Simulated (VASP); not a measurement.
Set up this calculation in VASP 6.6.1, as the native input.

```yaml
Task: single point
Functional: HSE06
Potentials_or_basis: VASP PAW PBE potentials, release 64 (Ga_d, Sb)
Cutoff: 520 eV
k_mesh: 6 × 6 × 6
Occupations: gaussian, width 0.01 eV
Spin: no spin polarisation
Dipole_correction: no
Grid_for_exact_exchange_PRECFOCK: Normal
Further_INCAR_settings: ALGO = Normal; EDIFF = 1e-07; NBANDS = 16
Share_of_exact_exchange: 0.25
Screening_parameter: 0.2079 1/Å
```

The system is GaSb.

```
CELL_PARAMETERS angstrom
0.00000 3.03522 3.03522
3.03522 0.00000 3.03522
3.03522 3.03522 0.00000
ATOMIC_POSITIONS crystal
Ga 0.00000 0.00000 0.00000
Sb 0.25000 0.25000 0.25000
```

This cell differs from its parent crystal: strain -1.0%.

One way to write it, as run:

POSCAR

```
GaSb
1.0
    0.0000000000      3.0352200099      3.0352200099
    3.0352200099      0.0000000000      3.0352200099
    3.0352200099      3.0352200099      0.0000000000
Ga Sb
1 1
Direct
    0.0000000000      0.0000000000      0.0000000000
    0.2500000000      0.2500000000      0.2500000000
```

INCAR.step1

```
SYSTEM = GaSb
PREC = Accurate ; ENCUT = 520
EDIFF = 1E-5 ; ISMEAR = 0
SIGMA = 0.01 ; LREAL = .False.
LASPH = .True. ; NELM = 60
ALGO = Normal ; ISIF = 2
LWAVE = .True. ; LCHARG = .False.
NBANDS = 16 ; GGA = PE
```

INCAR.step2

```
SYSTEM = GaSb
PREC = Accurate ; ENCUT = 520
EDIFF = 1E-7 ; ISMEAR = 0
SIGMA = 0.01 ; LREAL = .False.
LASPH = .True. ; NELM = 60
ALGO = Normal ; ISIF = 2
LWAVE = .False. ; LCHARG = .False.
GGA = PE ; LHFCALC = .True.
HFSCREEN = 0.2079 ; PRECFOCK = Normal
NBANDS = 16 ; ISTART = 1
```

KPOINTS

```
Automatic mesh
0
Gamma
  6 6 6
  0 0 0
```

Potentials or basis: VASP PAW PBE potentials, release 64 (Ga_d, Sb).

Run with:

```console
$ cat potpaw_PBE.64/Ga_d/POTCAR potpaw_PBE.64/Sb/POTCAR > POTCAR
$ cp INCAR.step1 INCAR
$ mpirun -np 1 vasp_std > vasp.out
$ cp INCAR.step2 INCAR
$ mpirun -np 1 vasp_std > vasp.out
```

Results of the run:

```yaml
Pressure: 1.4 GPa
Band_gap_on_the_k_mesh: 1.04 eV
```

Caveat: the cell differs from its parent crystal (strain -1.0%); the PAW data sets were made with another functional, which shifts forces and pressure a little; spin-orbit coupling is left out, which moves the levels of the heavy elements.

Run time: 110 min on 1 thread of Oxide Virtual Turin-like Processor, on a shared host, peak memory 0.28 GiB.
